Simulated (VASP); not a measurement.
## Hf: relaxation of cell and atoms with LDA

Hf:

```
Hf
1.0
     0.00000    2.22000    2.22000
     2.22000    0.00000    2.22000
     2.22000    2.22000    0.00000
Hf
1
Direct
  0.00000 0.00000 0.00000
```

```
Program                : VASP 6.6.1
Task                   : relaxation of cell and atoms
Functional             : LDA
Potentials or basis    : VASP PAW LDA potentials, release 64 (Hf_pv)
Cutoff                 : 600 eV
k mesh                 : 11 × 11 × 11
Occupations            : methfessel-paxton, width 0.2 eV
Spin                   : no spin polarisation
Target pressure        : 5 GPa
Dipole correction      : no
Further INCAR settings : ALGO = Normal; EDIFF = 1e-06; IBRION = 2; EDIFFG = -0.1; NSW = 80; ISIF = 3
```

| Quantity | Value |
| --- | --- |
| Relaxed volume | 19.98 Å³/atom |
| Relaxed cell | a = 3.046 Å, b = 3.046 Å, c = 3.046 Å, α = 60.00°, β = 60.00°, γ = 60.00° |
| Space group after relaxing (to 0.05 Å) | Fm-3m (No. 225) |
| Energy change on relaxing (the enthalpy is what falls) | -13.1 meV/atom |
| Ionic steps | 3 |
| Pressure after relaxing | 4.5 GPa |
| Band gap on the k mesh | zero (band 5 reaches 6.81 eV, above the bottom of band 6 at 5.05 eV) |

The path:
```tsv
step	energy change (eV)	largest force (eV/Å)	pressure (GPa)	volume (Å³)
1	0.0000	0.0000	-5.96	21.88
2	0.2205	0.0000	27.37	17.47
3	-0.0131	0.0000	4.54	19.98
```

Final structure:
```
CELL_PARAMETERS angstrom
0.00000 2.15375 2.15375
2.15375 0.00000 2.15375
2.15375 2.15375 0.00000
ATOMIC_POSITIONS crystal
Hf 0.00000 0.00000 0.00000
```

Levels at points of the mesh, in eV from the Fermi level:
```csv
k point,band 3,band 4,band 5,band 6,band 7,band 8
"(0.00, 0.00, 0.00)",-29.45,-7.51,1.37,1.37,1.37,4.54
```

Wall time 43 s on 1 thread of Intel Xeon 6975P-C, with other jobs on the host, peak memory 0.16 GiB.

Caveat: the cell is relaxed towards a set pressure, so the enthalpy falls and the energy may rise; spin-orbit coupling is left out, which moves the levels of the heavy elements. LDA usually gives volumes a few per cent too small.
